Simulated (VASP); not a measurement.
Input of a VASP 6.6.1 run:

File INCAR:

```
  ALGO = Normal
  EDIFF = 1E-7
  ENCUT = 520
  ISIF = 2
  ISMEAR = 0
  LASPH = T
  LCHARG = F
  LREAL = F
  LWAVE = F
  NBANDS = 64
  NELM = 100
  PREC = Accurate
  SIGMA = 0.02
```

Contents of KPOINTS:

```
k-points
0
Gamma
  6 6 6
```

POSCAR

```
SnO2
1.0
    4.8572712548      0.0000000000      0.0000000000
    0.0000000000      5.8986813539      0.0000000000
    0.0000000000      0.0000000000      5.3522185623
Sn O
4 8
Direct
    0.5000000000      0.6614639632      0.7500000000
    0.0000000000      0.8385360368      0.2500000000
    0.5000000000      0.3385360368      0.2500000000
    0.0000000000      0.1614639632      0.7500000000
    0.7241233017      0.6125863875      0.0801659875
    0.2241233017      0.8874136125      0.9198340125
    0.7758766983      0.8874136125      0.5801659875
    0.2758766983      0.6125863875      0.4198340125
    0.7241233017      0.3874136125      0.5801659875
    0.2241233017      0.1125863875      0.4198340125
    0.7758766983      0.1125863875      0.0801659875
    0.2758766983      0.3874136125      0.9198340125
```

Potentials or basis: VASP PAW LDA potentials, release 64 (Sn_d, O).

The run is started by

```bash
$ cat potpaw_LDA.64/Sn_d/POTCAR potpaw_LDA.64/O/POTCAR > POTCAR
$ mpirun -np 1 vasp_std > vasp.out
```

Problem. Estimate the largest force.

Solution. 0.021 eV/Å.

Problem. Estimate the pressure.

Solution. -14.4 GPa.

Problem. Estimate the band gap on the k mesh.

Solution. 0.51 eV (least direct gap 0.58 eV).

Stress tensor (GPa, compression positive):
```
-14.53   0.00   0.00
  0.00 -14.50   0.00
  0.00   0.00 -14.32
```

Caveat: the cell stands under tension; semilocal functionals underestimate gaps, and a narrow one can read as zero; spin-orbit coupling is left out, which moves the levels of the heavy elements. A k mesh can miss the band edges.
